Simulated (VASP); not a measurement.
# HfC (Fm-3m) in VASP: further runs

Runs on HfC. Level: LDA. Tasks: single point, relaxation of cell and atoms.

Everything below comes from runs of VASP 6.6.1. Logs are shortened: lines on timing, memory, paths and dates and some standing lists are left out, and cuts for length are marked.

### Step 1. The cell of the first run

Symmetry: Fm-3m, No. 225, cubic system. The conventional cell has a = 4.650 Å, b = 4.650 Å, c = 4.650 Å, α = 90.00°, β = 90.00°, γ = 90.00°. Within 3.1 Å of Hf (site symmetry m-3m) lie 6 C at 2.33 Å. Within 3.1 Å of C (site symmetry m-3m) lie 6 Hf at 2.33 Å.

### Step 2. Single point, LDA

Input file INCAR:

```
  PREC = Accurate
  ENCUT = 600
  EDIFF = 1E-6
  ISMEAR = 0
  SIGMA = 0.1
  LREAL = False
  LASPH = True
  NELM = 120
  ALGO = Normal
  ISIF = 2
  LWAVE = False
  LCHARG = False
  NBANDS = 14
  GGA_COMPAT = False
```

Input file KPOINTS:

```
regular mesh
0
Gamma
  6 6 6
```

Input file POSCAR:

```
HfC
1.0
    0.0000000000      2.3250000000      2.3250000000
    2.3250000000      0.0000000000      2.3250000000
    2.3250000000      2.3250000000      0.0000000000
Hf C
1 1
Direct
    0.5000000000      0.5000000000      0.5000000000
    0.0000000000      0.0000000000      0.0000000000
```

Potentials or basis: VASP PAW LDA potentials, release 64 (Hf_pv, C).

The run is started by

```bash
> cat potpaw_LDA.64/Hf_pv/POTCAR potpaw_LDA.64/C/POTCAR > POTCAR
> mpirun -np 1 vasp_std > vasp.out
```

OUTCAR:

```text
PREC = Accurate
   ENCUT = 600
   EDIFF = 1E-6
   ISMEAR = 0
   LREAL = False
   LASPH = True
   NELM = 120
   ISIF = 2

 ion  position               nearest neighbor table
   1  0.500  0.500  0.500-   2 2.33   2 2.33   2 2.33   2 2.33   2 2.33   2 2.33
   2  0.000  0.000  0.000-   1 2.33   1 2.33   1 2.33   1 2.33   1 2.33   1 2.33

  LATTYP: Found a face centered cubic cell.
 ALAT       =     4.6500000000

  Lattice vectors:

 A1 = (   0.0000000000,   2.3250000000,   2.3250000000)
 A2 = (   2.3250000000,   0.0000000000,   2.3250000000)
 A3 = (   2.3250000000,   2.3250000000,   0.0000000000)

Analysis of symmetry for initial positions (statically):
=====================================================================
 Subroutine PRICEL returns:
 Original cell was already a primitive cell.

 Routine SETGRP: Setting up the symmetry group for a
 face centered cubic supercell.

 Subroutine GETGRP returns: Found 48 space group operations
 (whereof 48 operations were pure point group operations)
 out of a pool of 48 trial point group operations.

The static configuration has the point symmetry O_h .

Analysis of symmetry for dynamics (positions and initial velocities):
=====================================================================
 Subroutine PRICEL returns:
 Original cell was already a primitive cell.

 Routine SETGRP: Setting up the symmetry group for a
 face centered cubic supercell.

 Subroutine GETGRP returns: Found 48 space group operations
 (whereof 48 operations were pure point group operations)
 out of a pool of 48 trial point group operations.

The dynamic configuration has the point symmetry O_h .

 Subroutine INISYM returns: Found 48 space group operations
 (whereof 48 operations are pure point group operations),
 and found     1 'primitive' translations

----------------------------------------------------------------------------------------

                                     Primitive cell

  volume of cell :      25.1362

  direct lattice vectors                    reciprocal lattice vectors
     0.000000000  2.325000000  2.325000000    -0.215053763  0.215053763  0.215053763
     2.325000000  0.000000000  2.325000000     0.215053763 -0.215053763  0.215053763
     2.325000000  2.325000000  0.000000000     0.215053763  0.215053763 -0.215053763

  length of vectors
     3.288046533  3.288046533  3.288046533     0.372484045  0.372484045  0.372484045

  position of ions in fractional coordinates (direct lattice)
     0.500000000  0.500000000  0.500000000
[... 79 lines left out ...]
   PSTRESS=    0.0 pullay stress
   NELECT =      14.0000    total number of electrons
   NUPDOWN=      -1.0000    fix difference up-down
   EMIN   =  10.00;   EMAX   =-10.00  energy-range for DOS
   EFERMI =   0.00;   METHOD = LEGACY
   ISMEAR =     0;   SIGMA  =   0.10  broadening in eV -4-tet -1-fermi 0-gaus
   EFERMI_NEDOS =   21; number of points for ismear=-14 and -15
   IALGO  =     38    algorithm
   IMIX   =      4    mixing-type and parameters
     AMIX     =   0.40;   BMIX     =  1.00
     AMIX_MAG =   1.60;   BMIX_MAG =  1.00
  volume/ion in A,a.u.               =      12.57        84.81
  Fermi-wavevector in a.u.,A,eV,Ry     =   1.346949  2.545365 24.684672  1.814272
  Thomas-Fermi vector in A             =   2.474740
   LORBIT       =      0    0 simple, 1 ext, 2 COOP (PROOUT), +10 PAW based schemes
   GGA     = CA    functional components
   LHFCALC =     F    Hartree Fock is set to
   AEXX    =    0.0000 exact exchange contribution
   IVDW    =     0    specifies the selected vdW correction
   LEPSILON=     F    determine dielectric tensor
   LRPA    =     F    only Hartree local field effects (RPA)
 non-spin polarized calculation
 Gauss-broadening in eV      SIGMA  =   0.10
  energy-cutoff  :      600.00
  volume of cell :       25.14
 maximum number of plane-waves:       869
 NGX is ok and might be reduce to    28
   NGX = 13   NGY = 13   NGZ = 13

 number of electron      14.0000000 magnetization

 Free energy of the ion-electron system (eV)
  ---------------------------------------------------
  ext. energy  EPLUGINS =         0.00000000
  ---------------------------------------------------
  free energy    TOTEN  =       -22.83946898 eV

  energy without entropy =      -22.83762235  energy(sigma->0) =      -22.83854566

 E-fermi :   5.7283     XC(G=0): -12.4871

 val. band max:        5.6197583150   @ k =   0.1667   0.1667   0.0000
 cond. band min:       5.8082812257   @ k =   0.5000   0.5000   0.0000
 fundamental gap:      0.1885229108
 Fermi energy:         5.7283425569

 k-point     1 :       0.0000    0.0000    0.0000
  band No.  band energies     occupation
      1     -23.5566      2.00000
      2     -23.5566      2.00000
      3     -23.5566      2.00000
      4      -6.2897      2.00000
      5       6.8845      0.00000
      6       6.8845      0.00000
      7       6.8845      0.00000
      8       7.1457      0.00000
      9       7.1457      0.00000
     10       7.1457      0.00000
     11       9.1687      0.00000
     12       9.1687      0.00000
     13      12.8036      0.00000
     14      16.8898      0.00000
[... 241 lines left out ...]
      1     -24.0738      2.00000
      2     -23.8888      2.00000
      3     -23.8038      2.00000
      4      -3.8272      2.00000
      5       3.2169      2.00000
      6       3.3526      2.00000
      7       3.4925      2.00000
      8       7.8349      0.00000
      9      11.0247      0.00000
     10      12.4765      0.00000
     11      12.5526      0.00000
     12      14.3119      0.00000
     13      17.3616      0.00000
     14      18.7227      0.00000

------------------------ aborting loop because EDIFF is reached ----------------------------------------

  FORCE on cell =-STRESS in cart. coord.  units (eV):
  Direction    XX          YY          ZZ          XY          YZ          ZX
  --------------------------------------------------------------------------------------
  -------------------------------------------------------------------------------------
  Total       -1.8284938     -1.8284938     -1.8284938      0.0000000      0.0000000     -0.0000000
  in kB     -116.5481017   -116.5481017   -116.5481017      0.0000000      0.0000000     -0.0000000
  external PRESSURE =    -116.5481017 kB  Pullay stress =       0.0000000 kB

 VOLUME and BASIS-vectors are now :
 -----------------------------------------------------------------------------
  energy-cutoff  :      600.00
  volume of cell :       25.14
      direct lattice vectors                 reciprocal lattice vectors
     0.000000000  2.325000000  2.325000000    -0.215053763  0.215053763  0.215053763
     2.325000000  0.000000000  2.325000000     0.215053763 -0.215053763  0.215053763
     2.325000000  2.325000000  0.000000000     0.215053763  0.215053763 -0.215053763

 POSITION                                       TOTAL-FORCE (eV/Angst)
 -----------------------------------------------------------------------------------
      2.32500      2.32500      2.32500        -0.000000      0.000000     -0.000000
      0.00000      0.00000      0.00000         0.000000     -0.000000      0.000000
 -----------------------------------------------------------------------------------
    total drift:                                0.000000      0.000000      0.000000

  FREE ENERGIE OF THE ION-ELECTRON SYSTEM (eV)
  ---------------------------------------------------
  free  energy   TOTEN  =       -22.8394689838 eV

  energy  without entropy=      -22.8376223452  energy(sigma->0) =      -22.83854566
```

stdout:

```text
POSCAR found type information on POSCAR HfC
 POSCAR found :  2 types and       2 ions
 scaLAPACK will be used
 LDA part: xc-table for (Slater(with rela. corr.)+CA(PZ))
 , standard interpolation
 POSCAR, INCAR and KPOINTS ok, starting setup
 FFT: planning ... GRIDC
 FFT: planning ... GRID_SOFT
 FFT: planning ... GRID
 WAVECAR not read
 entering main loop
```

Wall time 11 s (1 thread of Intel Xeon 8259CL, shared host); peak memory 0.14 GiB.

What came out:

- Free energy: -22.8395 eV
- Pressure: -11.7 GPa
- Band gap on the k mesh: zero (band 7 reaches 6.88 eV, above the bottom of band 8 at 5.53 eV)

Levels at points of the mesh, in eV from the Fermi level:
| k point | band 4 | band 5 | band 6 | band 7 | band 8 | band 9 | band 10 | band 11 |
| --- | --- | --- | --- | --- | --- | --- | --- | --- |
| (0.00, 0.00, 0.00) | -12.02 | 1.16 | 1.16 | 1.16 | 1.42 | 1.42 | 1.42 | 3.44 |
| (0.50, 0.00, 0.00) | -8.18 | -6.00 | -2.86 | -2.86 | 5.32 | 5.32 | 5.82 | 6.76 |
| (0.50, 0.50, 0.00) | -10.10 | -2.37 | -1.71 | 0.08 | 0.08 | 5.36 | 6.74 | 6.74 |

Caveat: the k points lie up to 0.39 Å⁻¹ apart; spin-orbit coupling is left out, which moves the levels of the heavy elements.

### Step 3. Single point, LDA

This run uses another cell than the first one, of 11.96 Å³/atom, 0.951 times its volume.

Input file INCAR:

```
  PREC = Accurate
  ENCUT = 600
  EDIFF = 1E-6
  ISMEAR = 0
  SIGMA = 0.1
  LREAL = F
  LASPH = T
  NELM = 120
  ALGO = Normal
  ISIF = 2
  LWAVE = F
  LCHARG = F
  NBANDS = 14
  GGA_COMPAT = F
```

Input file KPOINTS:

```
regular mesh
0
Gamma
  8 8 8
```

Input file POSCAR:

```
HfC
1.0
    0.0000000000      2.2867260130      2.2867260130
    2.2867260130      0.0000000000      2.2867260130
    2.2867260130      2.2867260130      0.0000000000
Hf C
1 1
Direct
    0.5000000000      0.5000000000      0.5000000000
    0.0000000000      0.0000000000      0.0000000000
```

Potentials or basis: VASP PAW LDA potentials, release 64 (Hf_pv, C).

The run is started by

```bash
> cat potpaw_LDA.64/Hf_pv/POTCAR potpaw_LDA.64/C/POTCAR > POTCAR
> mpirun -np 1 vasp_std > vasp.out
```

It took 19 s on 1 thread of Intel Xeon 8259CL, shared host; peak memory 0.15 GiB.

It converged, with:

```
Free energy            : -22.8926 eV
Pressure               : 0.4 GPa
Band gap on the k mesh : zero (band 7 reaches 7.30 eV, above the bottom of band 8 at 5.83 eV)
```

Levels at points of the mesh, in eV from the Fermi level:
```tsv
k point	band 4	band 5	band 6	band 7	band 8	band 9	band 10	band 11
(0.00, 0.00, 0.00)	-12.34	1.11	1.11	1.11	1.37	1.37	1.37	3.53
(0.50, 0.00, 0.00)	-8.20	-6.30	-3.11	-3.11	5.55	5.55	6.07	6.95
(0.50, 0.50, 0.00)	-10.40	-2.38	-1.95	0.06	0.06	5.59	7.08	7.08
```

Caveat: spin-orbit coupling is left out, which moves the levels of the heavy elements.

### Step 4. Relaxation of cell and atoms, LDA

Input file INCAR:

```
SYSTEM = HfC
PREC = Accurate ; ENCUT = 600
EDIFF = 1E-7 ; ISMEAR = 0
SIGMA = 0.1 ; LREAL = .FALSE.
LASPH = .TRUE. ; NELM = 120
ALGO = Normal ; ISIF = 3
LWAVE = .FALSE. ; LCHARG = .FALSE.
GGA = CA ; IBRION = 2
NSW = 100 ; EDIFFG = -0.05
GGA_COMPAT = .FALSE. ; NELMIN = 4
```

Input file KPOINTS:

```
Automatic mesh
0
G
  8 8 8
  0 0 0
```

Input file POSCAR:

```
HfC
1.0
    0.0000000000      2.3250000000      2.3250000000
    2.3250000000      0.0000000000      2.3250000000
    2.3250000000      2.3250000000      0.0000000000
Hf C
1 1
Direct
    0.5000000000      0.5000000000      0.5000000000
    0.0000000000      0.0000000000      0.0000000000
```

The run is started by

```bash
> cat potpaw_LDA.64/Hf_pv/POTCAR potpaw_LDA.64/C/POTCAR > POTCAR
> mpirun -np 1 vasp_std > vasp.out
```

Wall time 56 s (1 thread of Intel Xeon 8259CL, shared host); peak memory 0.15 GiB.

The run converged. Its results:

- Free energy: -22.8937 eV
- Relaxed volume: 11.99 Å³/atom
- Relaxed cell: a = 3.237 Å, b = 3.237 Å, c = 3.237 Å, α = 60.00°, β = 60.00°, γ = 60.00°
- Space group after relaxing (to 0.05 Å): Fm-3m (No. 225)
- Energy gained by relaxing: 22.5 meV/atom
- Ionic steps: 3
- Pressure after relaxing: -0.4 GPa
- Band gap on the k mesh: zero (band 7 reaches 7.28 eV, above the bottom of band 8 at 5.81 eV)

The path:
```
step  energy change (eV)  largest force (eV/Å)  pressure (GPa)  volume (Å³)
   1              0.0000                0.0000          -11.68        25.14
   2              0.1163                0.0000           27.78        21.95
   3             -0.0450                0.0000           -0.36        23.98
```

Final structure:
```yaml
crystal:
  lattice:
    - [0.00000, 2.28886, 2.28886]
    - [2.28886, 0.00000, 2.28886]
    - [2.28886, 2.28886, 0.00000]
  atoms:
    - { symbol: Hf, position: [0.50000, 0.50000, 0.50000] }
    - { symbol: C, position: [0.00000, 0.00000, 0.00000] }
```

Levels at points of the mesh, in eV from the Fermi level:
```csv
k point,band 3,band 4,band 5,band 6,band 7,band 8,band 9,band 10,band 11
"(0.00, 0.00, 0.00)",-29.12,-12.32,1.11,1.11,1.11,1.37,1.37,1.37,3.52
"(0.50, 0.00, 0.00)",-29.20,-8.20,-6.29,-3.10,-3.10,5.54,5.54,6.06,6.93
"(0.50, 0.50, 0.00)",-29.40,-10.39,-2.38,-1.94,0.06,0.06,5.58,7.06,7.06
```

Caveat: spin-orbit coupling is left out, which moves the levels of the heavy elements. LDA usually gives volumes a few per cent too small.

### Step 5. Overview

| task | cell | k mesh | gap on the mesh (eV) | pressure (GPa) |
| --- | --- | --- | --- | --- |
| single point | a = 3.288 Å, angles 60.0°, 2 atoms | 6 × 6 × 6 | none | -11.7 |
| single point | a = 3.234 Å, angles 60.0°, 2 atoms | 8 × 8 × 8 | none | 0.4 |
| relaxation of cell and atoms | relaxed from a = 3.288 Å, angles 60.0°, 2 atoms | 8 × 8 × 8 | none | -0.4 |

Alike in all rows: level LDA; potentials or basis VASP PAW LDA potentials, release 64 (Hf_pv, C); no spin polarisation; cutoff (eV) 600; smearing gaussian 0.1 eV.

Caveats: some runs use coarse meshes; spin-orbit coupling is left out, which moves the levels of the heavy elements.

Total energies depend on the potentials used, so only differences within one code and one set of settings carry meaning.
